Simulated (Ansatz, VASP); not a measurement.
**TlV2: VASP beside Ansatz**

```
V Tl
1.0
     0.00000    3.70309    3.70309
     3.70309    0.00000    3.70309
     3.70309    3.70309    0.00000
V Tl
4 2
Direct
  0.12500 0.12500 0.12500
  0.62500 0.12500 0.12500
  0.12500 0.12500 0.62500
  0.12500 0.62500 0.12500
  0.50000 0.50000 0.50000
  0.75000 0.75000 0.75000
```

Alike in both runs: functional PBE; k mesh 10 × 10 × 10; occupations gaussian, width 0.1 eV; no spin polarisation.

Ansatz relaxed the structure, and its values are those at the end. VASP's run is a single point on that final structure, the one shown.

|  | VASP | Ansatz |
| --- | --- | --- |
| version | VASP 6.6.1 | Ansatz 0.2.0 |
| potentials or method | VASP PAW PBE potentials, release 64 (V_sv, Tl_d), cutoff 520 eV | scalar-relativistic, plane waves, PAW |
| valence electrons in the cell | 78 | 78 |

```csv
,VASP,Ansatz,Ansatz less VASP
gap on the k mesh at the Fermi level (eV),none,none,-
pressure (GPa),0.1,0.0,-0.07
```

A gap of «none» marks a metal or a gap that the smearing closes.

Spin-orbit coupling is off throughout.
